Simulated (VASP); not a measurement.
Crystal: BW3.

```
CELL_PARAMETERS angstrom
3.76293 0.00000 0.00000
0.00000 3.76293 0.00000
0.00000 0.00000 3.76293
ATOMIC_POSITIONS crystal
B 0.00000 0.00000 0.00000
W 0.00000 0.50000 0.50000
W 0.50000 0.00000 0.50000
W 0.50000 0.50000 0.00000
```

| Quantity | Value |
| --- | --- |
| Program | VASP 6.6.1 |
| Task | relaxation of cell and atoms |
| Functional | PBE |
| Potentials or basis | VASP PAW PBE potentials, release 64 (B, W_sv) |
| Cutoff | 600 eV |
| k mesh | 4 × 4 × 4 |
| Occupations | gaussian, width 0.1 eV |
| Spin | no spin polarisation |

At the start: pressure 16.1 GPa; volume 13.32 Å³/atom.

Task: How do energy, volume and symmetry change on relaxing?

Result: Over 4 steps the energy falls by 33.5 meV/atom and the volume is 14.02 Å³/atom (+5.3 %); space group Pm-3m (No. 221, to 0.1 Å) before and after.

The path:
```tsv
step	energy change (eV)	largest force (eV/Å)	pressure (GPa)	volume (Å³)
1	0.0000	0.0000	16.06	53.28
2	0.6952	0.0000	-28.90	64.25
3	-0.1335	0.0000	-0.77	56.23
4	-0.1339	0.0000	-0.05	56.09
```

Final structure:
```
B W
1.0
     3.82786    0.00000    0.00000
     0.00000    3.82786    0.00000
     0.00000    0.00000    3.82786
B W
1 3
Cartesian
  0.0000 0.0000 0.0000
  0.0000 1.9139 1.9139
  1.9139 0.0000 1.9139
  1.9139 1.9139 0.0000
```

Caveat: the k points lie up to 0.41 Å⁻¹ apart in the final cell, too coarse for converged energies and pressures of a metal.
